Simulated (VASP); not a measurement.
# Ti3Al (P-6m2) in VASP: notebook

Aim: see how the results for Ti3Al move with the level of theory and the settings. Levels: LDA, PBEsol, r2SCAN. Tasks: single point, relaxation of cell and atoms.

Program: VASP 6.6.1. These are calculated values, not measurements. Logs are shortened: lines on timing, memory, paths and dates and some standing lists are left out, and cuts for length are marked.

## (1) The cell of the first run

Symmetry: P-6m2, No. 187, hexagonal system. The conventional cell has a = 2.860 Å, b = 2.860 Å, c = 9.059 Å, α = 90.00°, β = 90.00°, γ = 120.00°. Ti (site symmetry -6m2) has 12 Ti at 2.79 to 2.86 Å within 3.7 Å. Within 3.7 Å of Ti (site symmetry 3m) lie 9 Ti at 2.79 to 2.86 Å and 3 Al at 2.81 Å. Within 3.7 Å of Al (site symmetry -6m2) lie 6 Ti at 2.81 Å and 6 Al at 2.86 Å.

## (2) Single point, LDA

Contents of INCAR:

```
SYSTEM = Ti3Al
  ALGO = Normal
  EDIFF = 1E-6
  ENCUT = 520
  GGA = CA
  ISIF = 2
  ISMEAR = -1
  LASPH = .TRUE.
  LCHARG = .FALSE.
  LREAL = .FALSE.
  LWAVE = .FALSE.
  NBANDS = 28
  NELM = 60
  PREC = Accurate
  SIGMA = 0.1
```

Contents of KPOINTS:

```
k-points
0
G
  8 8 3
  0 0 0
```

Contents of POSCAR:

```
Ti3Al
1.0
    2.8595610175      0.0000000000      0.0000000000
   -1.4297805088      2.4764524848      0.0000000000
    0.0000000000      0.0000000000      9.0592118161
Ti Al
3 1
Direct
    0.6666666667      0.3333333333      0.0000000000
    0.3333333333      0.6666666667      0.7511522963
    0.3333333333      0.6666666667      0.2488477037
    0.6666666667      0.3333333333      0.5000000000
```

Potentials or basis: VASP PAW LDA potentials, release 64 (Ti_sv, Al).

The run is started by

```sh
$ cat potpaw_LDA.64/Ti_sv/POTCAR potpaw_LDA.64/Al/POTCAR > POTCAR
$ mpirun -np 1 vasp_std > vasp.out
```

OUTCAR:

```text
SYSTEM = Ti3Al
   EDIFF = 1E-6
   ENCUT = 520
   GGA = CA
   ISIF = 2
   ISMEAR = -1
   LASPH = .TRUE.
   LREAL = .FALSE.
   NELM = 60
   PREC = Accurate

 ion  position               nearest neighbor table
   1  0.667  0.333  0.000-   2 2.79   3 2.79   2 2.79   3 2.79   2 2.79   3 2.79
   2  0.333  0.667  0.751-   1 2.79   1 2.79   1 2.79   4 2.81   4 2.81   4 2.81
   3  0.333  0.667  0.249-   1 2.79   1 2.79   1 2.79   4 2.81   4 2.81   4 2.81
   4  0.667  0.333  0.500-   2 2.81   3 2.81   2 2.81   3 2.81   2 2.81   3 2.81

  LATTYP: Found a hexagonal cell.
 ALAT       =     2.8595610175
 C/A-ratio  =     3.1680428432

  Lattice vectors:

 A1 = (   2.8595610175,   0.0000000000,   0.0000000000)
 A2 = (  -1.4297805088,   2.4764524848,   0.0000000000)
 A3 = (   0.0000000000,   0.0000000000,   9.0592118161)

Analysis of symmetry for initial positions (statically):
=====================================================================
 Subroutine PRICEL returns:
 Original cell was already a primitive cell.

 Routine SETGRP: Setting up the symmetry group for a
 hexagonal supercell.

 Subroutine GETGRP returns: Found 12 space group operations
 (whereof 12 operations were pure point group operations)
 out of a pool of 24 trial point group operations.

The static configuration has the point symmetry D_3h.

Analysis of symmetry for dynamics (positions and initial velocities):
=====================================================================
 Subroutine PRICEL returns:
 Original cell was already a primitive cell.

 Routine SETGRP: Setting up the symmetry group for a
 hexagonal supercell.

 Subroutine GETGRP returns: Found 12 space group operations
 (whereof 12 operations were pure point group operations)
 out of a pool of 24 trial point group operations.

The dynamic configuration has the point symmetry D_3h.

 Subroutine INISYM returns: Found 12 space group operations
 (whereof 12 operations are pure point group operations),
 and found     1 'primitive' translations

----------------------------------------------------------------------------------------

                                     Primitive cell

  volume of cell :      64.1534

  direct lattice vectors                    reciprocal lattice vectors
     2.859561017  0.000000000  0.000000000     0.349704026  0.201901713  0.000000000
    -1.429780509  2.476452485  0.000000000     0.000000000  0.403803427  0.000000000
     0.000000000  0.000000000  9.059211816     0.000000000  0.000000000  0.110384879

  length of vectors
     2.859561017  2.859561018  9.059211816     0.403803427  0.403803427  0.110384879

  position of ions in fractional coordinates (direct lattice)
     0.666666667  0.333333333  0.000000000
     0.333333333  0.666666667  0.751152296
     0.333333333  0.666666667  0.248847704
     0.666666667  0.333333333  0.500000000

  ion indices of the primitive-cell ions
   primitive index   ion index
                 1           1
                 2           2
                 3           3
                 4           4

----------------------------------------------------------------------------------------

 KPOINTS: k-points

Automatic generation of k-mesh.
 Grid dimensions read from file:
 generate k-points for:    8    8    3

 Generating k-lattice:

  Cartesian coordinates                     Fractional coordinates (reciprocal lattice)
     0.043713003  0.025237714  0.000000000     0.125000000  0.000000000  0.000000000
     0.000000000  0.050475428  0.000000000     0.000000000  0.125000000  0.000000000
     0.000000000  0.000000000  0.036794960     0.000000000  0.000000000  0.333333333

  Length of vectors
     0.050475428  0.050475428  0.036794960

  Shift w.r.t. Gamma in fractional coordinates (k-lattice)
     0.000000000  0.000000000  0.000000000

 Subroutine IBZKPT returns following result:
 ===========================================

 Found     20 irreducible k-points:

 Following reciprocal coordinates:
            Coordinates               Weight
  0.000000  0.000000  0.000000      1.000000
  0.125000  0.000000  0.000000      6.000000
  0.250000  0.000000  0.000000      6.000000
  0.375000 -0.000000  0.000000      6.000000
  0.500000  0.000000  0.000000      3.000000
  0.125000  0.125000  0.000000      6.000000
[... 12 lines left out ...]
  0.250000  0.250000  0.333333     12.000000
  0.375000  0.250000  0.333333     12.000000
   k-points           NKPTS =     20   k-points in BZ     NKDIM =     20   number of bands    NBANDS=     28
   number of dos      NEDOS =    301   number of ions     NIONS =      4
   total plane-waves  NPLWV =  40320
   dimension x,y,z NGX =    24 NGY =   24 NGZ =   70
   dimension x,y,z NGXF=    48 NGYF=   48 NGZF=  140
   ions per type =               3   1
   NGX,Y,Z   is equivalent  to a cutoff of  13.95, 13.95, 12.85 a.u.
   NGXF,Y,Z  is equivalent  to a cutoff of  27.91, 27.91, 25.69 a.u.
 SYSTEM =  Ti3Al
   PREC   = accura    normal or accurate (medium, high low for compatibility)
   ISTART =      0    job   : 0-new  1-cont  2-samecut
   ICHARG =      2    charge: 1-file 2-atom 10-const
   ISPIN  =      1    spin polarized calculation?
   LNONCOLLINEAR =      F non collinear calculations
   LSORBIT =      F    spin-orbit coupling
   LASPH  =      T    aspherical Exc in radial PAW
   ENCUT  =  520.0 eV  38.22 Ry    6.18 a.u.   5.32  5.32 16.84*2*pi/ulx,y,z
   NELM   =     60;   NELMIN=  2; NELMDL= -5     # of ELM steps
   EDIFF  = 0.1E-05   stopping-criterion for ELM
   LREAL  =      F    real-space projection
   EDIFFG = 0.1E-04   stopping-criterion for IOM
   NSW    =      0    number of steps for IOM
   IBRION =     -1    ionic relax: 0-MD 1-quasi-New 2-CG
   NFREE  =      0    steps in history (QN), initial steepest desc. (CG)
   ISIF   =      2    stress and relaxation
   ISYM   =      2    0-nonsym 1-usesym 2-fastsym
   POTIM  = 0.5000    time-step for ionic-motion
   TEBEG  =    0.0;   TEEND  =   0.0 temperature during run
   PSTRESS=    0.0 pullay stress
   NELECT =      39.0000    total number of electrons
   NUPDOWN=      -1.0000    fix difference up-down
   EMIN   =  10.00;   EMAX   =-10.00  energy-range for DOS
   EFERMI =   0.00;   METHOD = LEGACY
   ISMEAR =    -1;   SIGMA  =   0.10  broadening in eV -4-tet -1-fermi 0-gaus
   EFERMI_NEDOS =   21; number of points for ismear=-14 and -15
   IALGO  =     38    algorithm
   IMIX   =      4    mixing-type and parameters
     AMIX     =   0.40;   BMIX     =  1.00
     AMIX_MAG =   1.60;   BMIX_MAG =  1.00
  volume/ion in A,a.u.               =      16.04       108.23
  Fermi-wavevector in a.u.,A,eV,Ry     =   1.386830  2.620728 26.168036  1.923296
  Thomas-Fermi vector in A             =   2.511108
   LORBIT       =      0    0 simple, 1 ext, 2 COOP (PROOUT), +10 PAW based schemes
   GGA     = CA    functional components
   LHFCALC =     F    Hartree Fock is set to
   AEXX    =    0.0000 exact exchange contribution
   IVDW    =     0    specifies the selected vdW correction
   LEPSILON=     F    determine dielectric tensor
   LRPA    =     F    only Hartree local field effects (RPA)
 non-spin polarized calculation
  energy-cutoff  :      520.00
  volume of cell :       64.15
 maximum number of plane-waves:      1744
 NGX is ok and might be reduce to    24
   NGX = 11   NGY = 11   NGZ = 33

 number of electron      39.0000007 magnetization

 Free energy of the ion-electron system (eV)
  ---------------------------------------------------
  ext. energy  EPLUGINS =         0.00000000
  ---------------------------------------------------
  free energy    TOTEN  =       -30.40580550 eV

  energy without entropy =      -30.26295037  energy(sigma->0) =      -30.33437794

 E-fermi :   8.4426     XC(G=0): -11.7452

 val. band max:        8.4165725165   @ k =   0.2500   0.1250   0.3333
 cond. band min:       8.4678997385   @ k =   0.2500   0.2500   0.0000
 fundamental gap:      0.0513272220
 Fermi energy:         8.4426303139

 k-point     1 :       0.0000    0.0000    0.0000
  band No.  band energies     occupation
      1     -47.4541      2.00000
      2     -47.3880      2.00000
      3     -47.3086      2.00000
      4     -24.4273      2.00000
      5     -24.1113      2.00000
      6     -23.7460      2.00000
[... 20 lines left out ...]
     27      10.6831      0.00000
     28      11.3546      0.00000

 k-point     2 :       0.1250    0.0000    0.0000
  band No.  band energies     occupation
      1     -47.4341      2.00000
      2     -47.3729      2.00000
      3     -47.2983      2.00000
      4     -24.3949      2.00000
      5     -24.1134      2.00000
      6     -23.8079      2.00000
[... 20 lines left out ...]
     27      10.5471      0.00000
     28      11.2224      0.00000

 k-point     3 :       0.2500    0.0000    0.0000
  band No.  band energies     occupation
      1     -47.3838      2.00000
      2     -47.3360      2.00000
      3     -47.2750      2.00000
      4     -24.3205      2.00000
      5     -24.1673      2.00000
      6     -23.9912      2.00000
[... 20 lines left out ...]
     27      10.8014      0.00000
     28      11.2810      0.00000

 k-point     4 :       0.3750   -0.0000    0.0000
  band No.  band energies     occupation
      1     -47.3282      2.00000
      2     -47.2988      2.00000
      3     -47.2563      2.00000
      4     -24.3199      2.00000
      5     -24.3179      2.00000
      6     -24.1710      2.00000
[... 454 lines left out ...]
     27      11.7585      0.00000
     28      12.1590      0.00000

 k-point    19 :       0.2500    0.2500    0.3333
  band No.  band energies     occupation
      1     -47.3018      2.00000
      2     -47.2834      2.00000
      3     -47.2519      2.00000
      4     -24.2801      2.00000
      5     -24.2790      2.00000
      6     -24.1754      2.00000
[... 20 lines left out ...]
     27      11.9131      0.00000
     28      12.0673      0.00000

 k-point    20 :       0.3750    0.2500    0.3333
  band No.  band energies     occupation
      1     -47.2778      2.00000
      2     -47.2725      2.00000
      3     -47.2541      2.00000
      4     -24.2898      2.00000
      5     -24.2705      2.00000
      6     -24.1820      2.00000
[... 20 lines left out ...]
     27      11.7098      0.00000
     28      12.0823      0.00000

------------------------ aborting loop because EDIFF is reached ----------------------------------------

  FORCE on cell =-STRESS in cart. coord.  units (eV):
  Direction    XX          YY          ZZ          XY          YZ          ZX
  --------------------------------------------------------------------------------------
  -------------------------------------------------------------------------------------
  Total       -0.0283308     -0.0283308      0.0038499      0.0000000      0.0000000     -0.0000000
  in kB       -0.7075378     -0.7075378      0.0961477      0.0000000      0.0000000     -0.0000000
  external PRESSURE =      -0.4396427 kB  Pullay stress =       0.0000000 kB

 VOLUME and BASIS-vectors are now :
 -----------------------------------------------------------------------------
  energy-cutoff  :      520.00
  volume of cell :       64.15
      direct lattice vectors                 reciprocal lattice vectors
     2.859561017  0.000000000  0.000000000     0.349704026  0.201901713  0.000000000
    -1.429780509  2.476452485  0.000000000     0.000000000  0.403803427  0.000000000
     0.000000000  0.000000000  9.059211816     0.000000000  0.000000000  0.110384879

 POSITION                                       TOTAL-FORCE (eV/Angst)
 -----------------------------------------------------------------------------------
      1.42978      0.82548      0.00000        -0.000000     -0.000000     -0.000000
     -0.00000      1.65097      6.80485         0.000000      0.000000      0.008445
     -0.00000      1.65097      2.25436         0.000000      0.000000     -0.008445
      1.42978      0.82548      4.52961         0.000000     -0.000000     -0.000000
 -----------------------------------------------------------------------------------
    total drift:                                0.000000     -0.000000     -0.000000

  FREE ENERGIE OF THE ION-ELECTRON SYSTEM (eV)
  ---------------------------------------------------
  free  energy   TOTEN  =       -30.4058054985 eV

  energy  without entropy=      -30.2629503750  energy(sigma->0) =      -30.33437794
```

Run time: 32 s. Hardware: 1 thread of AMD EPYC 9R45 (Zen 5), shared host; peak memory 0.14 GiB.

Results:

```
Free energy            : -30.4058 eV
Pressure               : 0.0 GPa
Largest force          : 0.008 eV/Å
Band gap on the k mesh : zero (an odd number of electrons rules out a gap without spin polarisation)
```

Forces on the atoms (eV/Å):
```
Ti   0.000  0.000  0.000
Ti   0.000  0.000  0.008
Ti   0.000  0.000 -0.008
Al   0.000  0.000  0.000
```

Levels at points of the mesh, in eV from the Fermi level:
| k point | band 17 | band 18 | band 19 | band 20 | band 21 | band 22 | band 23 | band 24 |
| --- | --- | --- | --- | --- | --- | --- | --- | --- |
| (0.00, 0.00, 0.00) | -0.79 | 0.63 | 0.76 | 0.86 | 0.86 | 0.95 | 0.95 | 1.29 |
| (0.50, 0.00, 0.00) | -1.55 | -1.33 | -0.66 | -0.30 | 0.94 | 1.15 | 1.27 | 1.85 |

## (3) Single point, PBEsol

This run uses another cell than the first one, of 16.60 Å³/atom.

Contents of INCAR:

```
SYSTEM = Ti3Al
  PREC = Accurate
  ENCUT = 520
  EDIFF = 1E-7
  ISMEAR = -1
  SIGMA = 0.1
  LREAL = .FALSE.
  LASPH = .TRUE.
  NELM = 100
  ALGO = Normal
  ISIF = 2
  LWAVE = .FALSE.
  LCHARG = .FALSE.
  GGA = PS
  NBANDS = 28
```

Contents of KPOINTS:

```
Automatic mesh
0
G
  8 8 3
  0 0 0
```

Contents of POSCAR:

```
Ti3Al
1.0
    2.8948065951      0.0000000000      0.0000000000
   -1.4474032976      2.5069760504      0.0000000000
    0.0000000000      0.0000000000      9.1480837281
Ti Al
3 1
Direct
    0.6666666667      0.3333333333      0.0000000000
    0.3333333333      0.6666666667      0.7507025777
    0.3333333333      0.6666666667      0.2492974223
    0.6666666667      0.3333333333      0.5000000000
```

Potentials or basis: VASP PAW PBE potentials, release 64 (Ti_sv, Al).

The run is started by

```sh
$ cat potpaw_PBE.64/Ti_sv/POTCAR potpaw_PBE.64/Al/POTCAR > POTCAR
$ mpirun -np 1 vasp_std > vasp.out
```

Run time: 36 s. Hardware: 1 thread of AMD EPYC 9R45 (Zen 5), shared host; peak memory 0.17 GiB.

The run converged. Its results:

| Property | Result |
| --- | --- |
| Free energy | -29.6817 eV |
| Pressure | -0.2 GPa |
| Largest force | 0.013 eV/Å |
| Band gap on the k mesh | zero (an odd number of electrons rules out a gap without spin polarisation) |

Forces on the atoms (eV/Å):
```
Ti   0.000  0.000  0.000
Ti   0.000  0.000  0.013
Ti   0.000  0.000 -0.013
Al   0.000  0.000  0.000
```

Levels at points of the mesh, in eV from the Fermi level:
```csv
k point,band 16,band 17,band 18,band 19,band 20,band 21,band 22,band 23,band 24,band 25
"(0.00, 0.00, 0.00)",-2.52,-0.77,0.53,0.76,0.86,0.86,0.96,0.96,1.28,1.28
"(0.50, 0.00, 0.00)",-2.14,-1.49,-1.26,-0.65,-0.35,0.94,1.06,1.19,1.81,2.53
```

Caveat: the PAW data sets were made with another functional, which shifts forces and pressure a little.

## (4) Single point, r2SCAN

This run uses another cell than the first one, of 17.02 Å³/atom.

Contents of POSCAR:

```
Ti3Al
1.0
    2.9219784594      0.0000000000      0.0000000000
   -1.4609892297      2.5305075752      0.0000000000
    0.0000000000      0.0000000000      9.2057201085
Ti Al
3 1
Direct
    0.6666666667      0.3333333333      0.0000000000
    0.3333333333      0.6666666667      0.7499111236
    0.3333333333      0.6666666667      0.2500888764
    0.6666666667      0.3333333333      0.5000000000
```

Contents of INCAR.step1:

```
SYSTEM = Ti3Al
PREC = Accurate
ENCUT = 520
ISMEAR = -1
SIGMA = 0.1
LREAL = .False.
LASPH = .True.
NELM = 100
NBANDS = 28
GGA = PE
ALGO = Normal
EDIFF = 1E-4
LWAVE = .True.
LCHARG = .False.
```

Contents of INCAR.step2:

```
SYSTEM = Ti3Al
PREC = Accurate
ENCUT = 520
EDIFF = 1E-6
ISMEAR = -1
SIGMA = 0.1
LREAL = .False.
LASPH = .True.
NELM = 100
ALGO = Normal
ISIF = 2
LWAVE = .False.
LCHARG = .False.
METAGGA = R2SCAN
LMIXTAU = .True.
NBANDS = 28
ISTART = 1
```

Contents of KPOINTS:

```
regular mesh
0
Gamma
  8 8 3
  0 0 0
```

The run is started by

```sh
$ cat potpaw_PBE.64/Ti_sv/POTCAR potpaw_PBE.64/Al/POTCAR > POTCAR
$ cp INCAR.step1 INCAR
$ mpirun -np 1 vasp_std > vasp.out
$ cp INCAR.step2 INCAR
$ mpirun -np 1 vasp_std > vasp.out
```

Run time: 2 min. Hardware: 1 thread of AMD EPYC 9R45 (Zen 5), shared host; peak memory 0.18 GiB.

It converged, with:

| Property | Result |
| --- | --- |
| Free energy | -46.2057 eV |
| Pressure | 0.2 GPa |
| Largest force | 0.019 eV/Å |
| Band gap on the k mesh | zero (an odd number of electrons rules out a gap without spin polarisation) |

Forces in eV/Å, atoms in the order of the input:
```
Ti   0.000  0.000  0.000
Ti   0.000  0.000 -0.019
Ti   0.000  0.000  0.019
Al   0.000  0.000  0.000
```

Levels at points of the mesh, in eV from the Fermi level:
| k point | band 16 | band 17 | band 18 | band 19 | band 20 | band 21 | band 22 | band 23 | band 24 | band 25 |
| --- | --- | --- | --- | --- | --- | --- | --- | --- | --- | --- |
| (0.00, 0.00, 0.00) | -2.61 | -0.88 | 0.40 | 0.80 | 0.96 | 0.96 | 1.06 | 1.06 | 1.37 | 1.37 |
| (0.50, 0.00, 0.00) | -2.23 | -1.53 | -1.26 | -0.72 | -0.50 | 1.01 | 1.08 | 1.17 | 1.95 | 2.53 |

Caveat: the PAW data sets were made with another functional, which shifts forces and pressure a little.

(Continued in part 2 of 2.)
